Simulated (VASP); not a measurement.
# TiTe2 (P-3m1) in VASP: settings compared

TiTe2 is run at these levels: PBE+D3(BJ), PBE; tasks: single point.

All numbers are computed with VASP 6.6.1; they aren't measurements. Logs are shortened: lines on timing, memory, paths and dates and some standing lists are left out, and cuts for length are marked.

### Step 1. The cell of the first run

The structure is trigonal, space group P-3m1 (No. 164). The conventional cell has a = 3.703 Å, b = 3.703 Å, c = 6.362 Å, α = 90.00°, β = 90.00°, γ = 120.00°. Ti (site symmetry -3m) has 6 Te at 2.75 Å and 6 Ti at 3.70 Å within 3.8 Å. Within 3.8 Å of Te (site symmetry 3m) lie 3 Ti at 2.75 Å and 9 Te at 3.61 to 3.70 Å.

### Step 2. Single point, PBE+D3(BJ)

File INCAR:

```
SYSTEM = TiTe2
ALGO = Normal
EDIFF = 1E-6
ENCUT = 520
GGA = PE
ISIF = 2
ISMEAR = -1
IVDW = 12
LASPH = .True.
LCHARG = .False.
LREAL = .False.
LWAVE = .False.
NBANDS = 19
NELM = 80
PREC = Accurate
SIGMA = 0.02
```

File KPOINTS:

```
k-points
0
Gamma
  12 12 4
  0 0 0
```

File POSCAR:

```
TiTe2
1.0
    3.7026564582      0.0000000000      0.0000000000
   -1.8513282291      3.2065945543      0.0000000000
    0.0000000000      0.0000000000      6.3624328722
Ti Te
1 2
Direct
    0.0000000000      0.0000000000      0.0000000000
    0.6666666667      0.3333333333      0.2712844390
    0.3333333333      0.6666666667      0.7287155610
```

Potentials or basis: VASP PAW PBE potentials, release 64 (Ti_sv, Te).

Launch:

```
$ cat potpaw_PBE.64/Ti_sv/POTCAR potpaw_PBE.64/Te/POTCAR > POTCAR
$ mpirun -np 1 vasp_std > vasp.out
```

OUTCAR:

```text
SYSTEM = TiTe2
   EDIFF = 1E-6
   ENCUT = 520
   GGA = PE
   ISIF = 2
   ISMEAR = -1
   IVDW = 12
   LASPH = .True.
   LREAL = .False.
   NELM = 80
   PREC = Accurate
 IVDW          = 12

 ion  position               nearest neighbor table
   1  0.000  0.000  0.000-   2 2.75   3 2.75   2 2.75   3 2.75   2 2.75   3 2.75
   2  0.667  0.333  0.271-   1 2.75   1 2.75   1 2.75   3 3.61   3 3.61   3 3.61
   3  0.333  0.667  0.729-   1 2.75   1 2.75   1 2.75   2 3.61   2 3.61   2 3.61

  LATTYP: Found a hexagonal cell.
 ALAT       =     3.7026564582
 C/A-ratio  =     1.7183427477

  Lattice vectors:

 A1 = (   3.7026564582,   0.0000000000,   0.0000000000)
 A2 = (  -1.8513282291,   3.2065945543,   0.0000000000)
 A3 = (   0.0000000000,   0.0000000000,   6.3624328722)

Analysis of symmetry for initial positions (statically):
=====================================================================
 Subroutine PRICEL returns:
 Original cell was already a primitive cell.

 Routine SETGRP: Setting up the symmetry group for a
 hexagonal supercell.

 Subroutine GETGRP returns: Found 12 space group operations
 (whereof 12 operations were pure point group operations)
 out of a pool of 24 trial point group operations.

The static configuration has the point symmetry D_3d.

Analysis of symmetry for dynamics (positions and initial velocities):
=====================================================================
 Subroutine PRICEL returns:
 Original cell was already a primitive cell.

 Routine SETGRP: Setting up the symmetry group for a
 hexagonal supercell.

 Subroutine GETGRP returns: Found 12 space group operations
 (whereof 12 operations were pure point group operations)
 out of a pool of 24 trial point group operations.

The dynamic configuration has the point symmetry D_3d.

 Subroutine INISYM returns: Found 12 space group operations
 (whereof 12 operations are pure point group operations),
 and found     1 'primitive' translations

----------------------------------------------------------------------------------------

                                     Primitive cell

  volume of cell :      75.5406

  direct lattice vectors                    reciprocal lattice vectors
     3.702656458  0.000000000  0.000000000     0.270076366  0.155928662  0.000000000
    -1.851328229  3.206594554  0.000000000     0.000000000  0.311857325  0.000000000
     0.000000000  0.000000000  6.362432872     0.000000000  0.000000000  0.157172582

  length of vectors
     3.702656458  3.702656458  6.362432872     0.311857325  0.311857325  0.157172582

  position of ions in fractional coordinates (direct lattice)
     0.000000000  0.000000000  0.000000000
     0.666666667  0.333333333  0.271284439
     0.333333333  0.666666667  0.728715561

  ion indices of the primitive-cell ions
   primitive index   ion index
                 1           1
                 2           2
                 3           3

----------------------------------------------------------------------------------------

 KPOINTS: k-points

Automatic generation of k-mesh.
 Grid dimensions read from file:
 generate k-points for:   12   12    4

 Generating k-lattice:

  Cartesian coordinates                     Fractional coordinates (reciprocal lattice)
     0.022506364  0.012994055  0.000000000     0.083333333  0.000000000  0.000000000
     0.000000000  0.025988110  0.000000000     0.000000000  0.083333333  0.000000000
     0.000000000  0.000000000  0.039293145     0.000000000  0.000000000  0.250000000

  Length of vectors
     0.025988110  0.025988110  0.039293145

  Shift w.r.t. Gamma in fractional coordinates (k-lattice)
     0.000000000  0.000000000  0.000000000

 Subroutine IBZKPT returns following result:
 ===========================================

 Found     69 irreducible k-points:

 Following reciprocal coordinates:
            Coordinates               Weight
  0.000000  0.000000  0.000000      1.000000
  0.083333  0.000000  0.000000      6.000000
  0.166667  0.000000  0.000000      6.000000
  0.250000  0.000000  0.000000      6.000000
  0.333333  0.000000  0.000000      6.000000
  0.416667 -0.000000  0.000000      6.000000
[... 16 lines left out ...]
  0.166667  0.000000  0.250000      6.000000
  0.000000  0.166667  0.250000      6.000000
 [... further k-points ...]
   k-points           NKPTS =     69   k-points in BZ     NKDIM =     69   number of bands    NBANDS=     19
   number of dos      NEDOS =    301   number of ions     NIONS =      3
   total plane-waves  NPLWV =  37632
   dimension x,y,z NGX =    28 NGY =   28 NGZ =   48
   dimension x,y,z NGXF=    56 NGYF=   56 NGZF=   96
   ions per type =               1   2
   NGX,Y,Z   is equivalent  to a cutoff of  12.57, 12.57, 12.54 a.u.
   NGXF,Y,Z  is equivalent  to a cutoff of  25.14, 25.14, 25.08 a.u.
 SYSTEM =  TiTe2
   PREC   = accura    normal or accurate (medium, high low for compatibility)
   ISTART =      0    job   : 0-new  1-cont  2-samecut
   ICHARG =      2    charge: 1-file 2-atom 10-const
   ISPIN  =      1    spin polarized calculation?
   LNONCOLLINEAR =      F non collinear calculations
   LSORBIT =      F    spin-orbit coupling
   LASPH  =      T    aspherical Exc in radial PAW
   ENCUT  =  520.0 eV  38.22 Ry    6.18 a.u.   6.88  6.88 11.83*2*pi/ulx,y,z
   NELM   =     80;   NELMIN=  2; NELMDL= -5     # of ELM steps
   EDIFF  = 0.1E-05   stopping-criterion for ELM
   LREAL  =      F    real-space projection
   EDIFFG = 0.1E-04   stopping-criterion for IOM
   NSW    =      0    number of steps for IOM
   IBRION =     -1    ionic relax: 0-MD 1-quasi-New 2-CG
   NFREE  =      0    steps in history (QN), initial steepest desc. (CG)
   ISIF   =      2    stress and relaxation
   ISYM   =      2    0-nonsym 1-usesym 2-fastsym
   POTIM  = 0.5000    time-step for ionic-motion
   TEBEG  =    0.0;   TEEND  =   0.0 temperature during run
   PSTRESS=    0.0 pullay stress
   NELECT =      24.0000    total number of electrons
   NUPDOWN=      -1.0000    fix difference up-down
   EMIN   =  10.00;   EMAX   =-10.00  energy-range for DOS
   EFERMI =   0.00;   METHOD = LEGACY
   ISMEAR =    -1;   SIGMA  =   0.02  broadening in eV -4-tet -1-fermi 0-gaus
   EFERMI_NEDOS =   21; number of points for ismear=-14 and -15
   IALGO  =     38    algorithm
   IMIX   =      4    mixing-type and parameters
     AMIX     =   0.40;   BMIX     =  1.00
     AMIX_MAG =   1.60;   BMIX_MAG =  1.00
  volume/ion in A,a.u.               =      25.18       169.92
  Fermi-wavevector in a.u.,A,eV,Ry     =   1.117082  2.110979 16.978329  1.247872
  Thomas-Fermi vector in A             =   2.253702
   LORBIT       =      0    0 simple, 1 ext, 2 COOP (PROOUT), +10 PAW based schemes
   GGA     = PE    functional components
   LHFCALC =     F    Hartree Fock is set to
   AEXX    =    0.0000 exact exchange contribution
   IVDW    =    12    specifies the selected vdW correction
   LEPSILON=     F    determine dielectric tensor
   LRPA    =     F    only Hartree local field effects (RPA)
 non-spin polarized calculation
  energy-cutoff  :      520.00
  volume of cell :       75.54
 maximum number of plane-waves:      2064
   NGX = 13   NGY = 13   NGZ = 23

 number of electron      24.0000001 magnetization

 Free energy of the ion-electron system (eV)
  ---------------------------------------------------
  ext. energy  EPLUGINS =         0.00000000
  ---------------------------------------------------
  free energy    TOTEN  =       -16.15054906 eV

  energy without entropy =      -16.14879850  energy(sigma->0) =      -16.14967378

 E-fermi :   7.6430     XC(G=0): -10.1722

 val. band max:        7.6185894420   @ k =   0.3333   0.0000   0.5000
 cond. band min:       7.6595119900   @ k =   0.3333   0.0000   0.0000
 fundamental gap:      0.0409225479
 Fermi energy:         7.6429676590

 k-point     1 :       0.0000    0.0000    0.0000
  band No.  band energies     occupation
      1     -49.7723      2.00000
      2     -26.0375      2.00000
      3     -26.0375      2.00000
      4     -26.0026      2.00000
      5      -5.1688      2.00000
      6      -3.4471      2.00000
[... 11 lines left out ...]
     18      12.8139      0.00000
     19      13.9364      0.00000

 k-point     2 :       0.0833    0.0000    0.0000
  band No.  band energies     occupation
      1     -49.7720      2.00000
      2     -26.0410      2.00000
      3     -26.0383      2.00000
      4     -26.0018      2.00000
      5      -5.0852      2.00000
      6      -3.4026      2.00000
[... 11 lines left out ...]
     18      13.3884      0.00000
     19      14.3411      0.00000

 k-point     3 :       0.1667    0.0000    0.0000
  band No.  band energies     occupation
      1     -49.7713      2.00000
      2     -26.0507      2.00000
      3     -26.0405      2.00000
      4     -25.9995      2.00000
      5      -4.8408      2.00000
      6      -3.2778      2.00000
[... 11 lines left out ...]
     18      13.7723      0.00000
     19      14.8308      0.00000

 k-point     4 :       0.2500    0.0000    0.0000
  band No.  band energies     occupation
      1     -49.7703      2.00000
      2     -26.0639      2.00000
      3     -26.0435      2.00000
      4     -25.9964      2.00000
      5      -4.4567      2.00000
      6      -3.1026      2.00000
[... 407 lines left out ...]
     18      13.5681      0.00000
     19      15.1757      0.00000

 k-point    23 :       0.1667    0.0000    0.2500
  band No.  band energies     occupation
      1     -49.7713      2.00000
      2     -26.0507      2.00000
      3     -26.0405      2.00000
      4     -25.9995      2.00000
      5      -4.6734      2.00000
      6      -3.5815      2.00000
[... 11 lines left out ...]
     18      13.4294      0.00000
     19      14.4009      0.00000

 k-point    24 :       0.0000    0.1667    0.2500
  band No.  band energies     occupation
      1     -49.7713      2.00000
      2     -26.0507      2.00000
      3     -26.0405      2.00000
      4     -25.9995      2.00000
      5      -4.6639      2.00000
      6      -3.5987      2.00000
[... 11 lines left out ...]
     18      14.1206      0.00000
     19      14.6442      0.00000

 [... further k-points ...]

------------------------ aborting loop because EDIFF is reached ----------------------------------------

 Edisp (eV)   -1.56792

 E8    (eV) :    -0.7263

  FORCE on cell =-STRESS in cart. coord.  units (eV):
  Direction    XX          YY          ZZ          XY          YZ          ZX
  --------------------------------------------------------------------------------------
  -------------------------------------------------------------------------------------
  Total      -0.01298    -0.01298    -0.00833     0.00000     0.00000     0.00000
  in kB      -0.27524    -0.27524    -0.17671     0.00000     0.00000     0.00000
  external pressure =       -0.24 kB  Pullay stress =        0.00 kB

 VOLUME and BASIS-vectors are now :
 -----------------------------------------------------------------------------
  energy-cutoff  :      520.00
  volume of cell :       75.54
      direct lattice vectors                 reciprocal lattice vectors
     3.702656458  0.000000000  0.000000000     0.270076366  0.155928662  0.000000000
    -1.851328229  3.206594554  0.000000000     0.000000000  0.311857325  0.000000000
     0.000000000  0.000000000  6.362432872     0.000000000  0.000000000  0.157172582

 POSITION                                       TOTAL-FORCE (eV/Angst)
 -----------------------------------------------------------------------------------
      0.00000      0.00000      0.00000        -0.000000      0.000000      0.000000
      1.85133      1.06886      1.72603        -0.000000      0.000000      0.010787
     -0.00000      2.13773      4.63640         0.000000     -0.000000     -0.010787
 -----------------------------------------------------------------------------------
    total drift:                               -0.000000     -0.000000      0.000000

  FREE ENERGIE OF THE ION-ELECTRON SYSTEM (eV)
  ---------------------------------------------------
  free  energy   TOTEN  =       -17.7184733588 eV

  energy  without entropy=      -17.7167227948  energy(sigma->0) =      -17.71759808
```

Wall time 58 s (1 thread of AMD EPYC 9R45 (Zen 5), shared host); peak memory 0.23 GiB.

Results:

```
Free energy                : -17.7185 eV
Pressure                   : 0.0 GPa
Largest force              : 0.011 eV/Å
Band gap on the k mesh     : zero (bands 12 and 13 overlap by 0.83 eV)
Dispersion energy per atom : -0.523 eV
```

Forces on the atoms (eV/Å):
```
Ti   0.000  0.000  0.000
Te   0.000  0.000  0.011
Te   0.000  0.000 -0.011
```

Levels at points of the mesh, in eV from the Fermi level:
```tsv
k point	band 9	band 10	band 11	band 12	band 13	band 14	band 15	band 16
(0.00, 0.00, 0.00)	-1.67	0.22	0.40	0.40	0.71	1.22	1.22	3.04
(0.50, 0.00, 0.00)	-2.99	-2.57	-1.77	-1.24	-0.08	1.23	1.59	2.38
(0.00, 0.00, 0.50)	-1.57	-1.57	0.38	0.38	0.78	0.78	1.06	3.62
(0.50, 0.00, 0.50)	-2.62	-2.15	-0.96	-0.52	-0.43	1.23	1.58	2.53
```

Caveat: spin-orbit coupling is left out, which moves the levels of the heavy elements.

### Step 3. Single point, PBE

This run uses another cell than the first one, of 27.19 Å³/atom.

File INCAR:

```
PREC     = Accurate       # precision mode
ENCUT    = 520            # plane-wave cutoff, eV
EDIFF    = 1E-6           # SCF threshold, eV
ISMEAR   = -1             # smearing method
SIGMA    = 0.02           # smearing width, eV
LREAL    = F              # projectors in reciprocal space
LASPH    = T              # aspherical terms in the spheres
NELM     = 60             # most SCF steps
ALGO     = Normal         # electronic algorithm
ISIF     = 2              # what is computed and relaxed
LWAVE    = F              # write WAVECAR
LCHARG   = F              # write CHGCAR
GGA      = PE             # functional
NBANDS   = 19             # bands
```

File KPOINTS:

```
regular mesh
0
Gamma
  12 12 4
```

File POSCAR:

```
TiTe2
1.0
    3.7903816133      0.0000000000      0.0000000000
   -1.8951908066      3.2825667672      0.0000000000
    0.0000000000      0.0000000000      6.5558879230
Ti Te
1 2
Direct
    0.0000000000      0.0000000000      0.0000000000
    0.6666666667      0.3333333333      0.2577957674
    0.3333333333      0.6666666667      0.7422042326
```

Potentials or basis: VASP PAW PBE potentials, release 64 (Ti_sv, Te).

Launch:

```
$ cat potpaw_PBE.64/Ti_sv/POTCAR potpaw_PBE.64/Te/POTCAR > POTCAR
$ mpirun -np 1 vasp_std > vasp.out
```

Wall time 79 s (1 thread of AMD EPYC 9R45 (Zen 5), shared host); peak memory 0.22 GiB.

The run converged. Its results:

* Free energy: -16.2107 eV
* Pressure: 0.9 GPa
* Largest force: 0.173 eV/Å
* Band gap on the k mesh: zero (bands 12 and 13 overlap by 0.62 eV)

Forces in eV/Å, atoms in the order of the input:
```
Ti   0.000  0.000  0.000
Te   0.000  0.000  0.173
Te   0.000  0.000 -0.173
```

Stress tensor (GPa, compression positive):
```
0.58 0.00 0.00
0.00 0.58 0.00
0.00 0.00 1.63
```

Levels at points of the mesh, in eV from the Fermi level:
| k point | band 8 | band 9 | band 10 | band 11 | band 12 | band 13 | band 14 | band 15 | band 16 | band 17 |
| --- | --- | --- | --- | --- | --- | --- | --- | --- | --- | --- |
| (0.00, 0.00, 0.00) | -1.79 | -1.79 | 0.32 | 0.32 | 0.32 | 0.42 | 0.96 | 0.96 | 3.05 | 3.05 |
| (0.50, 0.00, 0.00) | -3.74 | -2.69 | -2.44 | -1.85 | -1.18 | -0.02 | 1.05 | 1.38 | 2.39 | 3.27 |
| (0.00, 0.00, 0.50) | -2.58 | -1.73 | -1.73 | 0.31 | 0.31 | 0.69 | 0.69 | 0.96 | 3.42 | 3.42 |
| (0.50, 0.00, 0.50) | -4.51 | -2.44 | -2.08 | -1.09 | -0.74 | -0.30 | 1.05 | 1.36 | 2.61 | 3.41 |

Caveat: spin-orbit coupling is left out, which moves the levels of the heavy elements; this functional lacks dispersion, which binds layers or chains, so the pressure and a relaxed spacing across them are unreliable.

The gap in the log of VASP goes by the Fermi energy; the results here count the filled bands.